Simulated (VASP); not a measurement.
Si16O31 (a cell with a defect), 47 atoms in the cell. The cell holds a defect, 47 atoms: a = 8.616 Å, b = 8.616 Å, c = 6.945 Å, α = 88.91°, β = 88.91°, γ = 90.05°. 

* Program: VASP 6.6.1
* Task: single point
* Functional: LDA
* Potentials or basis: VASP PAW LDA potentials, release 64 (Si, O)
* Cutoff: 520 eV
* k mesh: 1 × 1 × 2
* Occupations: gaussian, width 0.02 eV
* Spin: collinear spin
* Dipole correction: no
* Charge: -1
* Further INCAR settings: LREAL = Auto; ALGO = Normal; EDIFF = 1e-06; NBANDS = 158; NELECT = 251.0

Potentials or basis: VASP PAW LDA potentials, release 64 (Si, O).

Run with:

```bash
$ cat potpaw_LDA.64/Si/POTCAR potpaw_LDA.64/O/POTCAR > POTCAR
$ mpirun -np 1 vasp_std > vasp.out
```

Hardware: 1 thread of Oxide Virtual Turin-like Processor (shared host).

**Question.** How long does it take, and how much memory?

**Answer.** Wall time 9.6 min on 1 thread of Oxide Virtual Turin-like Processor, on a shared host, peak memory 0.5 GiB. Counts: scf iterations 17, k points 2.
